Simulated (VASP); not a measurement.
Wanted: the native input for a VASP 6.6.1 run.

| Quantity | Value |
| --- | --- |
| Task | single point |
| Functional | PBE |
| Potentials or basis | VASP PAW PBE potentials, release 64 (Ho_3, O), 4f in core |
| Cutoff | 600 eV |
| k mesh | 4 × 4 × 4 |
| Occupations | gaussian, width 0.2 eV |
| Spin | no spin polarisation |
| Dipole correction | no |
| Mended | yes |
| Further INCAR settings | ALGO = Normal; EDIFF = 1e-06; NBANDS = 33 |

The structure of Ho2O lies in POSCAR:

```
Ho2O
1.0
   -3.0806241709      3.0806241709      2.8411146868
    3.0806241709     -3.0806241709      2.8411146868
    3.0806241709      3.0806241709     -2.8411146868
Ho O
4 2
Direct
    0.6763478687      0.1763478687      0.8526957374
    0.1763478687      0.3236521313      0.5000000000
    0.3236521313      0.8236521313      0.1473042626
    0.8236521313      0.6763478687      0.5000000000
    0.2500000000      0.2500000000      0.0000000000
    0.7500000000      0.7500000000      0.0000000000
```

The cell was built from a structure type or drawn by symmetry, and may not be a known phase.

These files were run (other wordings do the same):

INCAR

```
PREC = Accurate ; ENCUT = 600
EDIFF = 1E-6 ; ISMEAR = 0
SIGMA = 0.2 ; LREAL = False
LASPH = True ; NELM = 200
ALGO = Normal ; ISIF = 2
LWAVE = False ; LCHARG = False
GGA = PE ; NBANDS = 33
GGA_COMPAT = False ; LMAXMIX = 6
```

KPOINTS

```
regular mesh
0
Gamma
  4 4 4
```

Potentials or basis: VASP PAW PBE potentials, release 64 (Ho_3, O), 4f in core.

Run with:

```sh
$ cat potpaw_PBE.64/Ho_3/POTCAR potpaw_PBE.64/O/POTCAR > POTCAR
$ mpirun -np 1 vasp_std > vasp.out
```

Results of the run:

| Property | Result |
| --- | --- |
| Pressure | 0.0 GPa |
| Largest force | 0.031 eV/Å |
| Band gap on the k mesh | zero (bands 24 and 25 overlap by 0.29 eV) |

Caveat: the k points lie up to 0.38 Å⁻¹ apart; spin-orbit coupling is left out, which moves the levels of the heavy elements; the 4f electrons are frozen in the core, so they carry no moment and show no levels; the run has no spin polarisation, though such a crystal can be magnetic.

Run time: 61 s on 1 thread of Intel(R) Xeon(R) Platinum 8488C (Sapphire Rapids), on a shared host, peak memory 0.28 GiB.
